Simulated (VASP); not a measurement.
## Rb2Tl4SnHg: single point with PBE

Crystal: Rb2Tl4SnHg.

```xyz
8
Lattice="-3.7531 3.7531 5.3387 3.7531 -3.7531 5.3387 3.7531 3.7531 -5.3387" Properties=species:S:1:pos:R:3 pbc="T T T"
Hg    0.0000    0.0000    0.0000
Tl    1.2489    1.2489    2.7442
Tl    1.2489   -1.2489    7.9332
Tl    2.5042    2.5042   -2.5945
Tl   -1.2489    1.2489    7.9332
Sn    0.0000    0.0000    5.3387
Rb    3.7531    0.0000    0.0000
Rb    0.0000    3.7531    0.0000
```

```json
{
  "Program": "VASP 6.6.1",
  "Task": "single point",
  "Functional": "PBE",
  "Potentials or basis": "VASP PAW PBE potentials, release 64 (Hg, Tl_d, Sn_d, Rb_sv)",
  "Cutoff": "520 eV",
  "k mesh": "3 × 3 × 3",
  "Occupations": "fermi-dirac, width 0.1 eV",
  "Spin": "no spin polarisation"
}
```

* Pressure: 0.0 GPa
* Band gap on the k mesh: zero (bands 48 and 49 overlap by 0.23 eV)

Forces on the atoms (eV/Å):
```
Hg   0.000  0.000  0.000
Tl   0.002  0.002  0.000
Tl   0.002 -0.002  0.000
Tl  -0.002 -0.002  0.000
Tl  -0.002  0.002  0.000
Sn   0.000  0.000  0.000
Rb   0.000  0.000  0.000
Rb   0.000  0.000  0.000
```

Levels at points of the mesh, in eV from the Fermi level:
```
           k point  band 45  band 46  band 47  band 48  band 49  band 50  band 51  band 52
(0.00, 0.00, 0.00)    -1.26    -0.90    -0.90    -0.75    -0.19     0.02     0.02     1.56
```

Wall time 73 s on 1 thread of Intel(R) Xeon(R) 6975P-C (Granite Rapids) (shared host), peak memory 0.49 GiB.

Caveat: spin-orbit coupling is left out, which moves the levels of the heavy elements.
